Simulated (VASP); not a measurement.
Write the native input for VASP 6.6.1 that does the following.

- Task: single point
- Functional: PBEsol
- Dispersion: D3(BJ)
- Potentials or basis: VASP PAW PBE potentials, release 64 (Pd)
- Cutoff: 520 eV
- k mesh: 11 × 11 × 6
- Occupations: fermi-dirac, width 0.05 eV
- Spin: no spin polarisation
- Dipole correction: no
- Further INCAR settings: ALGO = Fast; EDIFF = 1e-06; NBANDS = 17

The structure of Pd lies in POSCAR:

```
Pd
1.0
    2.7836650458      0.0000000000      0.0000000000
   -1.3918325229      2.4107246453      0.0000000000
    0.0000000000      0.0000000000      4.6288930000
Pd
2
Direct
    0.3333333333      0.6666666667      0.2500000000
    0.6666666667      0.3333333333      0.7500000000
```

The input as run:

INCAR

```
SYSTEM = Pd
  PREC = Accurate
  ENCUT = 520
  EDIFF = 1E-6
  ISMEAR = -1
  SIGMA = 0.05
  LREAL = .False.
  LASPH = .True.
  NELM = 80
  ALGO = Fast
  ISIF = 2
  LWAVE = .False.
  LCHARG = .False.
  GGA = PS
  IVDW = 12
  NBANDS = 17
```

KPOINTS

```
Automatic mesh
0
Gamma
  11 11 6
  0 0 0
```

Potentials or basis: VASP PAW PBE potentials, release 64 (Pd).

Launch:

```bash
$ cat potpaw_PBE.64/Pd/POTCAR > POTCAR
$ mpirun -np 1 vasp_std > vasp.out
```

Results of the run:

| Item | Value |
| --- | --- |
| Pressure | -16.8 GPa |
| Band gap on the k mesh | zero (band 10 reaches 8.91 eV, above the bottom of band 11 at 8.12 eV) |
| Dispersion energy per atom | -0.590 eV |

Caveat: three body term missing; the PAW data sets were made with another functional, which shifts forces and pressure a little; pairwise dispersion overbinds metals, which lowers pressure and volume.

Wall time 21 s on 1 thread of AMD EPYC 9R45 96-Core Processor (Zen 5), on a shared host, peak memory 0.14 GiB.
